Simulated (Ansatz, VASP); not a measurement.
**BN in VASP and in Ansatz**

```
B N
1.0
     1.15281    0.66558    3.29488
    -1.15281    0.66558    3.29488
     0.00000   -1.33115    3.29488
B N
1 1
Direct
  0.99970 0.99970 0.99970
  0.33274 0.33274 0.33274
```

Change from the starting cell: strain -0.080 along x and y, +0.000 along z, atoms carried along.

Alike in both runs: task single point; functional PBE; dispersion D3(BJ); k mesh 12 × 12 × 12; occupations gaussian, width 0.05 eV; no spin polarisation.

|  | VASP | Ansatz |
| --- | --- | --- |
| version | VASP 6.6.1 | Ansatz 0.2.0 |
| potentials or method | VASP PAW PBE potentials, release 64 (B, N), cutoff 520 eV | scalar-relativistic, plane waves, PAW |
| valence electrons in the cell | 8 | 8 |

```tsv
	VASP	Ansatz	Ansatz less VASP
gap on the k mesh at the Fermi level (eV)	4.65	4.67	+0.014
least direct gap on the mesh (eV)	5.30	5.31	+0.005
pressure (GPa)	86.6	86.4	-0.14
traceless stress, the component that is largest in VASP (GPa)	-87.48	-87.12	+0.365
rms of the force components (eV/Å)	0.003	0.003	0.0000
```

Atom by atom the forces differ by 0.000 eV/Å (rms over components). Both programs put the cell under a high pressure, so it lies far from rest at this level.

Noted on VASP's run: the cell as given lies far from equilibrium.
